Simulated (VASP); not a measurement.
Wanted: the native input for a VASP 6.6.1 run.

```
Task                   : single point
Functional             : r2SCAN
Potentials or basis    : VASP PAW PBE potentials, release 64 (Li_sv, H)
Cutoff                 : 520 eV
k mesh                 : 12 × 12 × 6
Occupations            : fermi-dirac, width 0.02 eV
Spin                   : no spin polarisation
Dipole correction      : no
Further INCAR settings : ALGO = Normal; EDIFF = 1e-06; NBANDS = 12
```

The system is LiH.

```
Li H
1.0
     3.25583    0.00000    0.00000
    -1.62791    2.81963    0.00000
     0.00000    0.00000    4.06844
Li H
2 2
Direct
  0.33333 0.66667 0.93749
  0.66667 0.33333 0.43749
  0.33333 0.66667 0.43751
  0.66667 0.33333 0.93751
```

One way to write it, as run:

POSCAR

```
LiH
1.0
    3.2558279323      0.0000000000      0.0000000000
   -1.6279139661      2.8196296997      0.0000000000
    0.0000000000      0.0000000000      4.0684430705
Li H
2 2
Direct
    0.3333333333      0.6666666667     -0.0625093483
    0.6666666667      0.3333333333      0.4374906517
    0.3333333333      0.6666666667      0.4375093483
    0.6666666667      0.3333333333      0.9375093483
```

INCAR.step1

```
PREC     = Accurate       # precision mode
ENCUT    = 520            # plane-wave cutoff, eV
ISMEAR   = -1             # smearing method
SIGMA    = 0.02           # smearing width, eV
LREAL    = False          # projectors in reciprocal space
LASPH    = True           # aspherical terms in the spheres
NELM     = 80             # most SCF steps
NBANDS   = 12             # bands
GGA      = PE             # functional
ALGO     = Normal         # electronic algorithm
EDIFF    = 1E-4           # SCF threshold, eV
LWAVE    = True           # write WAVECAR
LCHARG   = False          # write CHGCAR
```

INCAR.step2

```
PREC     = Accurate       # precision mode
ENCUT    = 520            # plane-wave cutoff, eV
EDIFF    = 1E-6           # SCF threshold, eV
ISMEAR   = -1             # smearing method
SIGMA    = 0.02           # smearing width, eV
LREAL    = False          # projectors in reciprocal space
LASPH    = True           # aspherical terms in the spheres
NELM     = 80             # most SCF steps
ALGO     = Normal         # electronic algorithm
ISIF     = 2              # what is computed and relaxed
LWAVE    = False          # write WAVECAR
LCHARG   = False          # write CHGCAR
METAGGA  = R2SCAN         # meta-GGA
LMIXTAU  = True         
NBANDS   = 12             # bands
ISTART   = 1
```

KPOINTS

```
Automatic mesh
0
Gamma
  12 12 6
```

Potentials or basis: VASP PAW PBE potentials, release 64 (Li_sv, H).

Command:

```console
$ cat potpaw_PBE.64/Li_sv/POTCAR potpaw_PBE.64/H/POTCAR > POTCAR
$ cp INCAR.step1 INCAR
$ mpirun -np 1 vasp_std > vasp.out
$ cp INCAR.step2 INCAR
$ mpirun -np 1 vasp_std > vasp.out
```

It gave:

```json
{"Largest force": "0.034 eV/Å", "Band gap on the k mesh": "2.30 eV, indirect (least direct gap 3.61 eV)"}
```

Caveat: the PAW data sets were made with another functional, which shifts forces and pressure a little.

Wall time 62 s on 1 thread of AMD EPYC 9R45 96-Core Processor (Zen 5), on a shared host, peak memory 0.13 GiB.
